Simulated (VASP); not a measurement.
A run of VASP 6.6.1 is set up as follows.

The input INCAR:

```
SYSTEM = AlP
PREC = Accurate
ENCUT = 500
EDIFF = 1E-6
ISMEAR = 0
SIGMA = 0.01
LREAL = .False.
LASPH = .True.
NELM = 120
ALGO = Normal
ISIF = 2
LWAVE = .False.
LCHARG = .False.
GGA = PE
NBANDS = 11
GGA_COMPAT = .False.
```

The input KPOINTS:

```
regular mesh
0
Gamma
  3 3 3
  0 0 0
```

POSCAR

```
AlP
1.0
    0.0000000000      2.6945833124      2.6945833124
    2.6945833124      0.0000000000      2.6945833124
    2.6945833124      2.6945833124      0.0000000000
Al P
1 1
Direct
    0.0000000000      0.0000000000      0.0000000000
    0.2500000000      0.2500000000      0.2500000000
```

Potentials or basis: VASP PAW PBE potentials, release 64 (Al, P).

Command:

```console
$ cat potpaw_PBE.64/Al/POTCAR potpaw_PBE.64/P/POTCAR > POTCAR
$ mpirun -np 1 vasp_std > vasp.out
```

Predict the pressure.

7.7 GPa.

Predict the band gap on the k mesh.

2.11 eV, indirect (least direct gap 3.63 eV).

Caveat: the k points lie up to 0.67 Å⁻¹ apart. A k mesh can miss the band edges.
